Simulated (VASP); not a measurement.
# As (Fd-3m) in VASP: notebook

Aim: see how the results for As move with the level of theory and the settings. Levels: r2SCAN, r2SCAN0. Tasks: single point.

All numbers are computed with VASP 6.6.1; they aren't measurements. Logs are shortened: lines on timing, memory, paths and dates and some standing lists are left out, and cuts for length are marked.

### Step 1. The cell of the first run

It takes space group Fd-3m (No. 227, cubic). Conventional cell: a = 6.068 Å, b = 6.068 Å, c = 6.068 Å, α = 90.00°, β = 90.00°, γ = 90.00°. As (site symmetry -43m) has 4 As at 2.63 Å within 3.5 Å.

This isn't the form of As at room conditions, which is rhombohedral.

### Step 2. Single point, r2SCAN

Contents of POSCAR:

```
As
1.0
    0.0000000000      3.0338867067      3.0338867067
    3.0338867067      0.0000000000      3.0338867067
    3.0338867067      3.0338867067      0.0000000000
As
2
Direct
    0.1250000000      0.1250000000      0.1250000000
    0.8750000000      0.8750000000      0.8750000000
```

Contents of INCAR.step1:

```
SYSTEM = As
PREC = Accurate ; ENCUT = 550
ISMEAR = -1 ; SIGMA = 0.1
LREAL = .False. ; LASPH = .True.
NELM = 120 ; NBANDS = 12
GGA = PE ; ALGO = Normal
EDIFF = 1E-5 ; LWAVE = .True.
LCHARG = .False. ; GGA_COMPAT = .False.
```

Contents of INCAR.step2:

```
SYSTEM = As
PREC = Accurate ; ENCUT = 550
EDIFF = 1E-6 ; ISMEAR = -1
SIGMA = 0.1 ; LREAL = .False.
LASPH = .True. ; NELM = 120
ALGO = Normal ; ISIF = 2
LWAVE = .False. ; LCHARG = .False.
METAGGA = R2SCAN ; LMIXTAU = .True.
NBANDS = 12 ; ISTART = 1
GGA_COMPAT = .False.
```

Contents of KPOINTS:

```
Automatic mesh
0
Gamma
  5 5 5
  0 0 0
```

Potentials or basis: VASP PAW PBE potentials, release 64 (As).

On the command line:

```
$ cat potpaw_PBE.64/As/POTCAR > POTCAR
$ cp INCAR.step1 INCAR
$ mpirun -np 1 vasp_std > vasp.out
$ cp INCAR.step2 INCAR
$ mpirun -np 1 vasp_std > vasp.out
```

OUTCAR:

```text
SYSTEM = As
   PREC = Accurate
   ENCUT = 550
   EDIFF = 1E-6
   ISMEAR = -1
   LREAL = .False.
   LASPH = .True.
   NELM = 120
   ISIF = 2
   METAGGA = R2SCAN
   ISTART = 1

 ion  position               nearest neighbor table
   1  0.125  0.125  0.125-   2 2.63   2 2.63   2 2.63   2 2.63
   2  0.875  0.875  0.875-   1 2.63   1 2.63   1 2.63   1 2.63

  LATTYP: Found a face centered cubic cell.
 ALAT       =     6.0677734134

  Lattice vectors:

 A1 = (   0.0000000000,   3.0338867067,   3.0338867067)
 A2 = (   3.0338867067,   0.0000000000,   3.0338867067)
 A3 = (   3.0338867067,   3.0338867067,   0.0000000000)

Analysis of symmetry for initial positions (statically):
=====================================================================
 Subroutine PRICEL returns:
 Original cell was already a primitive cell.

 Routine SETGRP: Setting up the symmetry group for a
 face centered cubic supercell.

 Subroutine GETGRP returns: Found 48 space group operations
 (whereof 12 operations were pure point group operations)
 out of a pool of 48 trial point group operations.

The static configuration has the point symmetry D_3d.
 The point group associated with its full space group is O_h .

Analysis of symmetry for dynamics (positions and initial velocities):
=====================================================================
 Subroutine PRICEL returns:
 Original cell was already a primitive cell.

 Routine SETGRP: Setting up the symmetry group for a
 face centered cubic supercell.

 Subroutine GETGRP returns: Found 48 space group operations
 (whereof 12 operations were pure point group operations)
 out of a pool of 48 trial point group operations.

The dynamic configuration has the point symmetry D_3d.
 The point group associated with its full space group is O_h .

 Subroutine INISYM returns: Found 48 space group operations
 (whereof 12 operations are pure point group operations),
 and found     1 'primitive' translations

----------------------------------------------------------------------------------------

                                     Primitive cell

  volume of cell :      55.8506

  direct lattice vectors                    reciprocal lattice vectors
     0.000000000  3.033886707  3.033886707    -0.164805099  0.164805099  0.164805099
     3.033886707  0.000000000  3.033886707     0.164805099 -0.164805099  0.164805099
     3.033886707  3.033886707  0.000000000     0.164805099  0.164805099 -0.164805099

  length of vectors
     4.290563727  4.290563727  4.290563727     0.285450805  0.285450805  0.285450805
[... 75 lines left out ...]
   TEBEG  =    0.0;   TEEND  =   0.0 temperature during run
   PSTRESS=    0.0 pullay stress
   NELECT =      10.0000    total number of electrons
   NUPDOWN=      -1.0000    fix difference up-down
   EMIN   =  10.00;   EMAX   =-10.00  energy-range for DOS
   EFERMI =   0.00;   METHOD = LEGACY
   ISMEAR =    -1;   SIGMA  =   0.10  broadening in eV -4-tet -1-fermi 0-gaus
   EFERMI_NEDOS =   21; number of points for ismear=-14 and -15
   IALGO  =     38    algorithm
   IMIX   =      4    mixing-type and parameters
     AMIX     =   0.40;   BMIX     =  1.00
     AMIX_MAG =   1.60;   BMIX_MAG =  1.00
  volume/ion in A,a.u.               =      27.93       188.45
  Fermi-wavevector in a.u.,A,eV,Ry     =   0.922711  1.743670 11.583928  0.851395
  Thomas-Fermi vector in A             =   2.048267
   LORBIT       =      0    0 simple, 1 ext, 2 COOP (PROOUT), +10 PAW based schemes
   METAGGA = R2SCAN    functional components
   LHFCALC =     F    Hartree Fock is set to
   AEXX    =    0.0000 exact exchange contribution
   IVDW    =     0    specifies the selected vdW correction
   LEPSILON=     F    determine dielectric tensor
   LRPA    =     F    only Hartree local field effects (RPA)
 non-spin polarized calculation
  energy-cutoff  :      550.00
  volume of cell :       55.85
 maximum number of plane-waves:      1642
 NGX is ok and might be reduce to    36
   NGX = 17   NGY = 17   NGZ = 17

 number of electron      10.0000001 magnetization

 Free energy of the ion-electron system (eV)
  ---------------------------------------------------
  ext. energy  EPLUGINS =         0.00000000
  ---------------------------------------------------
  free energy    TOTEN  =       -28.63479299 eV

  energy without entropy =      -28.60326638  energy(sigma->0) =      -28.61902968

 E-fermi :   3.3156     XC(G=0):  -9.0964

 val. band max:        2.8083120591   @ k =   0.2000   0.2000   0.0000
 cond. band min:       3.3243030175   @ k =  -0.4000   0.4000   0.2000
 fundamental gap:      0.5159909584
 Fermi energy:         3.3156010551

 k-point     1 :       0.0000    0.0000    0.0000
  band No.  band energies     occupation
      1     -11.5219      2.00000
      2      -3.0440      2.00000
      3       0.6481      2.00000
      4       0.6481      2.00000
      5       0.6481      2.00000
      6       3.5924      0.11817
      7       3.5924      0.11817
      8       3.5924      0.11817
      9       8.2978      0.00000
     10      11.2897      0.00000
     11      11.2897      0.00000
     12      13.2360      0.00000
[... 121 lines left out ...]
 k-point    10 :      -0.4000    0.4000    0.2000
  band No.  band energies     occupation
      1      -9.3787      2.00000
      2      -7.6891      2.00000
      3      -2.0045      2.00000
      4      -1.3671      2.00000
      5       3.3243      0.95652
      6       4.1022      0.00077
      7       5.9964      0.00000
      8       7.0398      0.00000
      9       9.9294      0.00000
     10      10.8103      0.00000
     11      13.2340      0.00000
     12      14.8702      0.00000

------------------------ aborting loop because EDIFF is reached ----------------------------------------

  FORCE on cell =-STRESS in cart. coord.  units (eV):
  Direction    XX          YY          ZZ          XY          YZ          ZX
  --------------------------------------------------------------------------------------
  -------------------------------------------------------------------------------------
  Total       -0.1677522     -0.1677522     -0.1677522     -0.0000000     -0.0000000     -0.0000000
  in kB       -4.8122792     -4.8122792     -4.8122792     -0.0000000     -0.0000000     -0.0000000
  external PRESSURE =      -4.8122792 kB  Pullay stress =       0.0000000 kB

 VOLUME and BASIS-vectors are now :
 -----------------------------------------------------------------------------
  energy-cutoff  :      550.00
  volume of cell :       55.85
      direct lattice vectors                 reciprocal lattice vectors
     0.000000000  3.033886707  3.033886707    -0.164805099  0.164805099  0.164805099
     3.033886707  0.000000000  3.033886707     0.164805099 -0.164805099  0.164805099
     3.033886707  3.033886707  0.000000000     0.164805099  0.164805099 -0.164805099

 POSITION                                       TOTAL-FORCE (eV/Angst)
 -----------------------------------------------------------------------------------
      0.75847      0.75847      0.75847        -0.000000     -0.000000      0.000000
      5.30930      5.30930      5.30930         0.000000      0.000000     -0.000000
 -----------------------------------------------------------------------------------
    total drift:                                0.000000      0.000000      0.000000

  FREE ENERGIE OF THE ION-ELECTRON SYSTEM (eV)
  ---------------------------------------------------
  free  energy   TOTEN  =       -28.6347929858 eV

  energy  without entropy=      -28.6032663817  energy(sigma->0) =      -28.61902968
```

OSZICAR.step1:

```text
N       E                     dE             d eps       ncg     rms          rms(c)
DAV:   1     0.264843210356E+02    0.26484E+02   -0.41065E+03   240   0.706E+02
DAV:   2    -0.699352727232E+01   -0.33478E+02   -0.32008E+02   300   0.100E+02
DAV:   3    -0.877579833707E+01   -0.17823E+01   -0.17664E+01   312   0.248E+01
DAV:   4    -0.878776275270E+01   -0.11964E-01   -0.11962E-01   276   0.225E+00
DAV:   5    -0.878782306572E+01   -0.60313E-04   -0.60312E-04   296   0.168E-01    0.337E+00
DAV:   6    -0.876939468882E+01    0.18428E-01   -0.75629E-03   272   0.467E-01    0.202E+00
DAV:   7    -0.875934621503E+01    0.10048E-01   -0.16649E-02   256   0.705E-01    0.695E-02
DAV:   8    -0.875949157473E+01   -0.14536E-03   -0.60890E-04   260   0.125E-01    0.167E-02
DAV:   9    -0.875950952172E+01   -0.17947E-04   -0.16458E-05   276   0.267E-02    0.117E-02
DAV:  10    -0.875951452841E+01   -0.50067E-05   -0.76876E-06   192   0.145E-02
   1 F= -.87595145E+01 E0= -.87436691E+01  d E =-.316908E-01
```

Run time: 67 s. Hardware: 1 thread of Intel Xeon 8259CL, shared host; peak memory 0.21 GiB.

What came out:

| Property | Result |
| --- | --- |
| Free energy | -28.6348 eV |
| Pressure | -0.5 GPa |
| Band gap on the k mesh | zero (bands 5 and 6 overlap by 0.71 eV) |

Levels at points of the mesh, in eV from the Fermi level:
```
           k point  band 2  band 3  band 4  band 5  band 6  band 7  band 8  band 9
(0.00, 0.00, 0.00)   -6.36   -2.67   -2.67   -2.67    0.28    0.28    0.28    4.98
```

Caveat: the PAW data sets were made with another functional, which shifts forces and pressure a little.

### Step 3. Single point, r2SCAN0

POSCAR is that of step 2.

Contents of INCAR.step1:

```
PREC = Accurate ; ENCUT = 440
EDIFF = 1E-5 ; ISMEAR = -1
SIGMA = 0.1 ; LREAL = F
LASPH = T ; NELM = 120
ALGO = Normal ; ISIF = 2
LWAVE = T ; LCHARG = F
NBANDS = 12 ; GGA = PE
GGA_COMPAT = F
```

Contents of INCAR.step2:

```
PREC = Accurate ; ENCUT = 440
EDIFF = 1E-6 ; ISMEAR = -1
SIGMA = 0.1 ; LREAL = F
LASPH = T ; NELM = 120
ALGO = Normal ; ISIF = 2
LWAVE = F ; LCHARG = F
METAGGA = R2SCAN ; LHFCALC = T
AEXX = 0.25 ; LMIXTAU = T
PRECFOCK = Normal ; NBANDS = 12
ISTART = 1 ; GGA_COMPAT = F
```

Contents of KPOINTS:

```
Automatic mesh
0
Gamma
  5 5 5
```

Potentials or basis: VASP PAW PBE potentials, release 64 (As).

On the command line:

```
$ cat potpaw_PBE.64/As/POTCAR > POTCAR
$ cp INCAR.step1 INCAR
$ mpirun -np 1 vasp_std > vasp.out
$ cp INCAR.step2 INCAR
$ mpirun -np 1 vasp_std > vasp.out
```

Run time: 15 min. Hardware: 1 thread of Intel Xeon 8259CL, shared host; peak memory 0.18 GiB.

Results (log left out):

```yaml
Free_energy: -26.6941 eV
Pressure: -1.8 GPa
Band_gap_on_the_k_mesh: zero (bands 5 and 6 overlap by 1.09 eV)
```

Levels at points of the mesh, in eV from the Fermi level:
| k point | band 3 | band 4 | band 5 | band 6 | band 7 | band 8 |
| --- | --- | --- | --- | --- | --- | --- |
| (0.00, 0.00, 0.00) | -3.35 | -3.35 | -3.35 | 0.74 | 0.74 | 0.74 |

Caveat: the PAW data sets were made with another functional, which shifts forces and pressure a little.

The gap in the log of VASP goes by the Fermi energy; the results here count the filled bands.